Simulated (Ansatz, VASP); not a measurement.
## Two plane-wave programs on SiC

```
Si C
1.0
     3.07014    0.00000    0.00000
    -1.53507    2.65882    0.00000
     0.00000    0.00000    5.03815
Si C
2 2
Direct
  0.66667 0.33333 0.99960
  0.33333 0.66667 0.49960
  0.66667 0.33333 0.37540
  0.33333 0.66667 0.87540
```

Alike in both runs: functional PBE; dispersion D3(BJ); k mesh 12 × 12 × 6; occupations gaussian, width 0.02 eV; no spin polarisation.

Ansatz relaxed the structure, and its values are those at the end. VASP's run is a single point on that final structure, the one shown.

```csv
,VASP,Ansatz
version,VASP 6.6.1,Ansatz 0.2.0
potentials or method,"VASP PAW PBE potentials, release 64 (Si, C), cutoff 520 eV","scalar-relativistic, plane waves, PAW"
valence electrons in the cell,16,16
```

Ansatz gave:

| Property | Result |
| --- | --- |
| gap on the k mesh at the Fermi level (eV) | 2.27 |
| least direct gap on the mesh (eV) | 3.99 |
| pressure (GPa) | 0.0 |

Problem. What did VASP give for the same quantities?

Solution. gap on the k mesh at the Fermi level (eV): 2.26; least direct gap on the mesh (eV): 3.98; pressure (GPa): -0.1.
